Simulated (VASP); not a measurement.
Ho2O:

```
Ho O
1.0
     0.00000    2.56452    7.81068
     1.53902    0.00000    7.81068
     1.53902    2.56452    0.00000
Ho O
2 1
Direct
  0.33506 0.33506 0.66494
  0.66494 0.66494 0.33506
  0.00000 0.00000 0.00000
```

The cell was generated, and may not be a known phase.

* Program: VASP 6.6.1
* Task: relaxation of cell and atoms
* Functional: PBE
* Potentials or basis: VASP PAW PBE potentials, release 64 (Ho_3, O), 4f in core
* Cutoff: 600 eV
* k mesh: 7 × 7 × 7
* Occupations: gaussian, width 0.2 eV
* Spin: no spin polarisation

At the start: pressure 7.2 GPa; volume 20.55 Å³/atom.

Q: How do energy, volume and symmetry change on relaxing?

A: Over 13 steps the energy falls by 1970.8 meV/atom and the volume is 20.97 Å³/atom (+2.0 %); space group Fmmm (No. 69, to 0.1 Å) before and after.

The path:
```tsv
step	energy change (eV)	largest force (eV/Å)	pressure (GPa)	volume (Å³)
1	0.0000	3.5696	7.15	61.66
2	-4.4153	3.9333	-7.17	68.01
3	-4.9212	3.1675	-8.34	69.14
4	-4.9579	2.9814	-8.45	69.32
5	-5.5095	0.9782	5.96	59.40
6	-5.6463	0.5700	-0.56	62.19
7	-5.6472	0.4608	-0.13	61.96
8	-5.8781	0.0569	1.10	61.35
9	-5.8990	0.0169	1.97	60.92
10	-5.8999	0.0153	1.85	60.98
11	-5.9063	0.1983	-0.99	63.29
12	-5.9086	0.1375	-0.05	62.48
13	-5.9124	0.0465	-0.05	62.91
```

Final structure:
```
Ho O
1.0
     0.00000    3.00227    6.20790
     1.68777    0.00000    6.20790
     1.68777    3.00227    0.00000
Ho O
2 1
Direct
  0.36787 0.36787 0.63213
  0.63213 0.63213 0.36787
  0.00000 0.00000 0.00000
```

Caveat: a cell axis changed by over 15 % at a fixed basis, so the end point is rough; the run has no spin polarisation, though such a crystal can be magnetic; the relaxation stopped at a loose force limit of 0.08 eV/Å, so its end isn't a converged minimum.
